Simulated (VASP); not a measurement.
# AlNi (Pm-3m) in VASP: further runs

The runs below take AlNi through single point, relaxation of cell and atoms, with PBE.

Program: VASP 6.6.1. These are calculated values, not measurements. Logs are shortened: lines on timing, memory, paths and dates and some standing lists are left out, and cuts for length are marked.

## Step 1: The cell of the first run

It takes space group Pm-3m (No. 221, cubic). Conventional cell: a = 2.881 Å, b = 2.881 Å, c = 2.881 Å, α = 90.00°, β = 90.00°, γ = 90.00°. Within 3.3 Å of Al (site symmetry m-3m) lie 8 Ni at 2.50 Å and 6 Al at 2.88 Å. Within 3.3 Å of Ni (site symmetry m-3m) lie 8 Al at 2.50 Å and 6 Ni at 2.88 Å.

## Step 2: Single point, PBE, collinear spin, ferromagnetic start

Input file INCAR:

```
PREC = Accurate
ENCUT = 520
EDIFF = 1E-6
ISMEAR = 0
SIGMA = 0.1
LREAL = False
LASPH = True
NELM = 150
ALGO = Normal
ISIF = 2
LWAVE = False
LCHARG = False
ISPIN = 2
MAGMOM = 0 2
LORBIT = 11
LMAXMIX = 4
GGA = PE
NBANDS = 18
```

Input file KPOINTS:

```
Automatic mesh
0
Gamma
  6 6 6
```

Input file POSCAR:

```
AlNi
1.0
    2.8810000000      0.0000000000      0.0000000000
    0.0000000000      2.8810000000      0.0000000000
    0.0000000000      0.0000000000      2.8810000000
Al Ni
1 1
Direct
    0.0000000000      0.0000000000      0.0000000000
    0.5000000000      0.5000000000      0.5000000000
```

Potentials or basis: VASP PAW PBE potentials, release 64 (Al, Ni).

Started as:

```
cat potpaw_PBE.64/Al/POTCAR potpaw_PBE.64/Ni/POTCAR > POTCAR
mpirun -np 1 vasp_std > vasp.out
```

OUTCAR:

```text
PREC = Accurate
   ENCUT = 520
   EDIFF = 1E-6
   ISMEAR = 0
   LREAL = False
   LASPH = True
   NELM = 150
   ISIF = 2
   ISPIN = 2
   LORBIT = 11
   GGA = PE

 ion  position               nearest neighbor table
   1  0.000  0.000  0.000-   2 2.50   2 2.50   2 2.50   2 2.50   2 2.50   2 2.50   2 2.50   2 2.50

   2  0.500  0.500  0.500-   1 2.50   1 2.50   1 2.50   1 2.50   1 2.50   1 2.50   1 2.50   1 2.50

  LATTYP: Found a simple cubic cell.
 ALAT       =     2.8810000000

  Lattice vectors:

 A1 = (   2.8810000000,   0.0000000000,   0.0000000000)
 A2 = (   0.0000000000,   2.8810000000,   0.0000000000)
 A3 = (   0.0000000000,   0.0000000000,   2.8810000000)

Analysis of symmetry for initial positions (statically):
=====================================================================
 Subroutine PRICEL returns:
 Original cell was already a primitive cell.

 Routine SETGRP: Setting up the symmetry group for a
 simple cubic supercell.

 Subroutine GETGRP returns: Found 48 space group operations
 (whereof 48 operations were pure point group operations)
 out of a pool of 48 trial point group operations.

The static configuration has the point symmetry O_h .

Analysis of symmetry for dynamics (positions and initial velocities):
=====================================================================
 Subroutine PRICEL returns:
 Original cell was already a primitive cell.

 Routine SETGRP: Setting up the symmetry group for a
 simple cubic supercell.

 Subroutine GETGRP returns: Found 48 space group operations
 (whereof 48 operations were pure point group operations)
 out of a pool of 48 trial point group operations.

The dynamic configuration has the point symmetry O_h .

Analysis of structural, dynamic, and magnetic symmetry:
=====================================================================
 Subroutine PRICEL returns:
 Original cell was already a primitive cell.

 Routine SETGRP: Setting up the symmetry group for a
 simple cubic supercell.

 Subroutine GETGRP returns: Found 48 space group operations
 (whereof 48 operations were pure point group operations)
 out of a pool of 48 trial point group operations.

The overall configuration has the point symmetry O_h .

 Subroutine INISYM returns: Found 48 space group operations
 (whereof 48 operations are pure point group operations),
 and found     1 'primitive' translations

----------------------------------------------------------------------------------------

                                     Primitive cell

[... 111 lines left out ...]
   LHFCALC =     F    Hartree Fock is set to
   AEXX    =    0.0000 exact exchange contribution
   IVDW    =     0    specifies the selected vdW correction
   LEPSILON=     F    determine dielectric tensor
   LRPA    =     F    only Hartree local field effects (RPA)
 spin polarized calculation
 Gauss-broadening in eV      SIGMA  =   0.10
  energy-cutoff  :      520.00
  volume of cell :       23.91
 maximum number of plane-waves:       659
 NGX is ok and might be reduce to    24
   NGX = 11   NGY = 11   NGZ = 11

 number of electron      13.0000015 magnetization       0.1159423

 number of electron      13.0000015 magnetization      -0.0002903

 Free energy of the ion-electron system (eV)
  ---------------------------------------------------
  ext. energy  EPLUGINS =         0.00000000
  ---------------------------------------------------
  free energy    TOTEN  =       -10.51104985 eV

  energy without entropy =      -10.50385028  energy(sigma->0) =      -10.50745007

 E-fermi :  10.0625     XC(G=0): -12.0490

 val. band max:       10.0492436170   @ k =   0.3333   0.1667   0.0000
 cond. band min:      10.3487459795   @ k =   0.3333   0.1667   0.1667
 fundamental gap:      0.2995023625
 Fermi energy:        10.0625408064

 spin component 1

 k-point     1 :       0.0000    0.0000    0.0000
  band No.  band energies     occupation
      1      -1.1114      1.00000
      2       6.7820      1.00000
      3       6.7820      1.00000
      4       8.4627      1.00000
      5       8.4627      1.00000
      6       8.4627      1.00000
[... 396 lines left out ...]
      4       9.0182      1.00000
      5       9.0182      1.00000
      6      12.0290      0.00000
[... 10 lines left out ...]
     17      41.3421      0.00000
     18      41.3421      0.00000
 Fermi energy:        10.0625408064

 spin component 2

 k-point     1 :       0.0000    0.0000    0.0000
  band No.  band energies     occupation
      1      -1.1109      1.00000
      2       6.7825      1.00000
      3       6.7825      1.00000
      4       8.4629      1.00000
      5       8.4629      1.00000
      6       8.4629      1.00000
[... 397 lines left out ...]
      5       9.0185      1.00000
      6      12.0295      0.00000
[... 10 lines left out ...]
     17      41.3426      0.00000
     18      41.3426      0.00000

------------------------ aborting loop because EDIFF is reached ----------------------------------------

  FORCE on cell =-STRESS in cart. coord.  units (eV):
  Direction    XX          YY          ZZ          XY          YZ          ZX
  --------------------------------------------------------------------------------------
  -------------------------------------------------------------------------------------
  Total        0.3728467      0.3728467      0.3728467      0.0000000      0.0000000     -0.0000000
  in kB       24.9810762     24.9810762     24.9810762      0.0000000      0.0000000     -0.0000000
  external PRESSURE =      24.9810762 kB  Pullay stress =       0.0000000 kB

 VOLUME and BASIS-vectors are now :
 -----------------------------------------------------------------------------
  energy-cutoff  :      520.00
  volume of cell :       23.91
      direct lattice vectors                 reciprocal lattice vectors
     2.881000000  0.000000000  0.000000000     0.347101701  0.000000000  0.000000000
     0.000000000  2.881000000  0.000000000     0.000000000  0.347101701  0.000000000
     0.000000000  0.000000000  2.881000000     0.000000000  0.000000000  0.347101701

 POSITION                                       TOTAL-FORCE (eV/Angst)
 -----------------------------------------------------------------------------------
      0.00000      0.00000      0.00000         0.000000      0.000000      0.000000
      1.44050      1.44050      1.44050         0.000000      0.000000      0.000000
 -----------------------------------------------------------------------------------
    total drift:                                0.000000      0.000000     -0.000000

  FREE ENERGIE OF THE ION-ELECTRON SYSTEM (eV)
  ---------------------------------------------------
  free  energy   TOTEN  =       -10.5110498472 eV

  energy  without entropy=      -10.5038502845  energy(sigma->0) =      -10.50745007

 total charge

# of ion       s       p       d       tot
------------------------------------------
    1        0.385   0.414   0.000   0.799
    2        0.476   0.517   8.470   9.463
--------------------------------------------------
tot          0.861   0.931   8.470  10.262

 magnetization (x)

# of ion       s       p       d       tot
------------------------------------------
    1        0.000   0.000   0.000   0.000
    2        0.000   0.000   0.000   0.000
--------------------------------------------------
tot          0.000   0.000   0.000   0.000
```

OSZICAR:

```text
N       E                     dE             d eps       ncg     rms          rms(c)
DAV:   1     0.449755272171E+02    0.44976E+02   -0.50124E+03  1466   0.764E+02
DAV:   2    -0.912435401582E+01   -0.54100E+02   -0.47603E+02  1572   0.162E+02
DAV:   3    -0.116776347472E+02   -0.25533E+01   -0.25111E+01  1710   0.360E+01
DAV:   4    -0.117107184382E+02   -0.33084E-01   -0.33058E-01  1672   0.361E+00
DAV:   5    -0.117114831644E+02   -0.76473E-03   -0.76468E-03  1726   0.600E-01    0.142E+01
DAV:   6    -0.143763611434E+02   -0.26649E+01   -0.43599E+01  1616   0.791E+01    0.180E+01
DAV:   7    -0.105323160253E+02    0.38440E+01   -0.13429E+01  1634   0.463E+01    0.178E+00
DAV:   8    -0.105225120507E+02    0.98040E-02   -0.37684E-01  1870   0.589E+00    0.111E+00
DAV:   9    -0.105111765644E+02    0.11335E-01   -0.42330E-02  1720   0.183E+00    0.598E-01
DAV:  10    -0.105110621671E+02    0.11440E-03   -0.88040E-04  1812   0.264E-01    0.182E-01
DAV:  11    -0.105110310775E+02    0.31090E-04   -0.62228E-04  1780   0.210E-01    0.775E-02
DAV:  12    -0.105110506647E+02   -0.19587E-04   -0.38533E-05  1722   0.572E-02    0.281E-02
DAV:  13    -0.105110498472E+02    0.81755E-06   -0.57939E-06  1792   0.233E-02
   1 F= -.10511050E+02 E0= -.10507450E+02  d E =-.719956E-02  mag=     0.0021
```

Wall time 12 s (1 thread of Intel Xeon Platinum 8488C (Sapphire Rapids), shared host); peak memory 0.15 GiB.

Results:

```yaml
Free_energy: -10.5110 eV
Pressure: 2.5 GPa
Net_moment: 0.00 μB per cell
Valence_electrons_inside_the_program's_atomic_spheres: Al 0.80; Ni 9.46
```

Caveat: the k points lie up to 0.36 Å⁻¹ apart; the starting moments collapsed, and a magnetic state may lie lower.

## Step 3: Relaxation of cell and atoms, PBE

Input file INCAR:

```
SYSTEM = AlNi
ALGO = Fast
EDIFF = 1E-7
EDIFFG = -0.01
ENCUT = 600
GGA = PE
IBRION = 2
ISIF = 3
ISMEAR = 0
LASPH = .True.
LCHARG = .False.
LREAL = .False.
LWAVE = .False.
NELM = 80
NSW = 100
PREC = Accurate
SIGMA = 0.1
```

Input file KPOINTS:

```
k-points
0
Gamma
  14 14 14
  0 0 0
```

POSCAR is that of step 2.

Potentials or basis: VASP PAW PBE potentials, release 64 (Al, Ni).

Started as:

```
cat potpaw_PBE.64/Al/POTCAR potpaw_PBE.64/Ni/POTCAR > POTCAR
mpirun -np 1 vasp_std > vasp.out
```

Wall time 95 s (1 thread of Intel Xeon 8259CL, shared host); peak memory 0.17 GiB.

The run converged. Its results:

```
Free energy                            : -10.5393 eV
Relaxed volume                         : 12.11 Å³/atom
Relaxed cell                           : a = 2.893 Å, b = 2.893 Å, c = 2.893 Å, α = 90.00°, β = 90.00°, γ = 90.00°
Space group after relaxing (to 0.05 Å) : Pm-3m (No. 221)
Energy gained by relaxing              : 0.9 meV/atom
Ionic steps                            : 3
Pressure after relaxing                : -0.1 GPa
```

The path:
| step | energy change (eV) | largest force (eV/Å) | pressure (GPa) | volume (Å³) |
| --- | --- | --- | --- | --- |
| 1 | 0.0000 | 0.0000 | 1.90 | 23.91 |
| 2 | -0.0011 | 0.0000 | -1.27 | 24.41 |
| 3 | -0.0019 | 0.0000 | -0.06 | 24.22 |

Final structure:
```
Al Ni
1.0
     2.89330    0.00000    0.00000
     0.00000    2.89330    0.00000
     0.00000    0.00000    2.89330
Al Ni
1 1
Direct
  0.00000 0.00000 0.00000
  0.50000 0.50000 0.50000
```

Levels at points of the mesh, in eV from the Fermi level:
```tsv
k point	band 3	band 4	band 5	band 6	band 7	band 8	band 9	band 10
(0.00, 0.00, 0.00)	-3.13	-1.48	-1.48	-1.48	5.48	5.48	5.48	8.11
(0.50, 0.00, 0.00)	-2.67	-2.18	-2.18	-1.40	-0.61	8.29	9.99	9.99
(0.50, 0.50, 0.00)	-2.82	-2.82	-2.01	-2.01	-0.97	1.49	2.44	12.16
(0.50, 0.50, 0.50)	-4.00	-0.94	-0.94	2.05	2.05	2.05	3.61	4.42
```
